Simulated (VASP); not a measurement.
A run of VASP 6.6.1 is set up as follows.

Contents of POSCAR:

```
GaSb
1.0
   -2.7162208707      2.7162208707      1.5692083240
    2.7162208707     -2.7162208707      1.5692083240
    2.7162208707      2.7162208707     -1.5692083240
Sb Ga
1 1
Direct
    0.0000000000      0.0000000000      0.0000000000
    0.7500000000      0.2500000000      0.5000000000
```

The input INCAR.step1:

```
  PREC = Accurate
  ENCUT = 520
  EDIFF = 1E-5
  ISMEAR = -1
  SIGMA = 0.05
  LREAL = F
  LASPH = T
  NELM = 100
  ALGO = Normal
  ISIF = 2
  LWAVE = T
  GGA = PE
  NBANDS = 16
  KPAR = 4
```

INCAR.step2

```
  PREC = Accurate
  ENCUT = 520
  EDIFF = 1E-6
  ISMEAR = -1
  SIGMA = 0.05
  LREAL = F
  LASPH = T
  NELM = 100
  ALGO = Normal
  ISIF = 2
  LWAVE = F
  LCHARG = T
  GGA = PE
  LHFCALC = T
  HFSCREEN = 0.2079
  PRECFOCK = Normal
  LVHAR = T
  ISTART = 1
  NBANDS = 16
  KPAR = 4
```

KPOINTS

```
regular mesh
0
Gamma
  6 6 6
```

Potentials or basis: VASP PAW PBE potentials, release 64 (Sb, Ga_d).

Launch:

```sh
$ cat potpaw_PBE.64/Sb/POTCAR potpaw_PBE.64/Ga_d/POTCAR > POTCAR
$ cp INCAR.step1 INCAR
$ mpirun -np 4 vasp_std > vasp.out
$ cp INCAR.step2 INCAR
$ mpirun -np 4 vasp_std > vasp.out
```

Q: Estimate the pressure.

A: 0.4 GPa.

Q: Predict the band gap on the k mesh.

A: Zero (bands 9 and 10 overlap by 5.57 eV).

Stress tensor (GPa, compression positive):
```
 1.74  0.00  0.00
 0.00  1.74  0.00
 0.00  0.00 -2.38
```

Caveat: the k points lie up to 0.39 Å⁻¹ apart, too coarse for converged energies and pressures of a metal; the PAW data sets were made with another functional, which shifts forces and pressure a little; spin-orbit coupling is left out, which moves the levels of the heavy elements.
